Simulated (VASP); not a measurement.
A run of VASP 6.6.1 is set up as follows.

INCAR

```
ALGO = Normal
EDIFF = 1E-6
ENCUT = 520
GGA = RE
ISIF = 2
ISMEAR = -1
LASPH = T
LCHARG = F
LREAL = F
LWAVE = F
NBANDS = 34
NELM = 60
PREC = Accurate
SIGMA = 0.1
```

Contents of KPOINTS:

```
k-points
0
Gamma
  18 18 5
```

Contents of POSCAR:

```
V
1.0
    2.6500609436      0.0000000000      0.0000000000
   -1.3250304718      2.2950200987      0.0000000000
    0.0000000000      0.0000000000      9.2844065607
V
4
Direct
    1.0000000000      1.0000000000      0.0000000000
    1.0000000000      1.0000000000      0.5000000000
    0.3333333333      0.6666666667      0.2500000000
    0.6666666667      0.3333333333      0.7500000000
```

Potentials or basis: VASP PAW PBE potentials, release 64 (V_sv).

Launch:

```sh
$ cat potpaw_PBE.64/V_sv/POTCAR > POTCAR
$ mpirun -np 1 vasp_std > vasp.out
```

(1) Estimate the band gap on the k mesh.

(2) What does it give for the pressure?

Results:

(1) zero (bands 26 and 27 overlap by 0.92 eV).

(2) 0.3 GPa.

Caveat: the PAW data sets were made with another functional, which shifts forces and pressure a little.
